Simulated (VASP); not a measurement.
A run of VASP 6.6.1 is set up as follows.

File INCAR:

```
PREC = Accurate
ENCUT = 600
EDIFF = 1E-7
ISMEAR = -1
SIGMA = 0.1
LREAL = F
LASPH = T
NELM = 100
ALGO = Normal
ISIF = 3
LWAVE = F
LCHARG = F
GGA = CA
IBRION = 2
NSW = 32
EDIFFG = -0.005
PSTRESS = 81.0
```

File KPOINTS:

```
regular mesh
0
Gamma
  13 13 13
```

The input POSCAR:

```
Sr
1.0
    0.0000000000      2.5778589241      2.5778589241
    2.5778589241      0.0000000000      2.5778589241
    2.5778589241      2.5778589241      0.0000000000
Sr
1
Direct
    0.0000000000      0.0000000000      0.0000000000
```

Potentials or basis: VASP PAW LDA potentials, release 64 (Sr_sv).

Command:

```console
$ cat potpaw_LDA.64/Sr_sv/POTCAR > POTCAR
$ mpirun -np 1 vasp_std > vasp.out
```

**Question.** Estimate the relaxed cell.

**Answer.** a = 3.647 Å, b = 3.647 Å, c = 3.647 Å, α = 60.00°, β = 60.00°, γ = 60.00°.

**Question.** Predict the relaxed volume.

**Answer.** 34.29 Å³/atom.

**Question.** Estimate the space group after relaxing (to 0.1 Å).

**Answer.** Fm-3m (No. 225).

**Question.** What does it give for the band gap on the k mesh?

**Answer.** Zero (bands 5 and 6 overlap by 0.19 eV).

Step by step:
| step | energy change (eV) | largest force (eV/Å) | pressure (GPa) | volume (Å³) |
| --- | --- | --- | --- | --- |
| 1 | 0.0000 | 0.0000 | 8.13 | 34.26 |
| 2 | -0.0015 | 0.0000 | 8.10 | 34.29 |

Caveat: the cell is relaxed towards a set pressure, so the run minimises the enthalpy, not the energy.
